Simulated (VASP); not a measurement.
Input of a VASP 6.6.1 run:

File INCAR:

```
SYSTEM = ZnB
PREC = Accurate
ENCUT = 600
EDIFF = 1E-7
ISMEAR = 0
SIGMA = 0.1
LREAL = .FALSE.
LASPH = .TRUE.
NELM = 100
ALGO = Normal
ISIF = 3
LWAVE = .FALSE.
LCHARG = .FALSE.
GGA = PE
IBRION = 2
NSW = 100
EDIFFG = -0.01
```

The input KPOINTS:

```
regular mesh
0
G
  22 22 16
  0 0 0
```

The input POSCAR:

```
ZnB
1.0
    2.5165063265      0.0000000000      0.0000000000
    0.0000000000      2.5165063265      0.0000000000
    0.0000000000      0.0000000000      3.3459004803
Zn B
1 1
Direct
    0.5000000000      0.5000000000      0.5000000000
    0.0000000000      0.0000000000      0.0000000000
```

Potentials or basis: VASP PAW PBE potentials, release 64 (Zn, B).

Run with:

```console
$ cat potpaw_PBE.64/Zn/POTCAR potpaw_PBE.64/B/POTCAR > POTCAR
$ mpirun -np 1 vasp_std > vasp.out
```

Predict the relaxed volume.

10.69 Å³/atom.

Predict the relaxed cell.

a = 2.509 Å, b = 2.509 Å, c = 3.395 Å, α = 90.00°, β = 90.00°, γ = 90.00°.

Predict the space group after relaxing (to 0.05 Å).

P4/mmm (No. 123).

Stress tensor (GPa, compression positive):
```
-0.14  0.00  0.00
 0.00 -0.14  0.00
 0.00  0.00  0.04
```
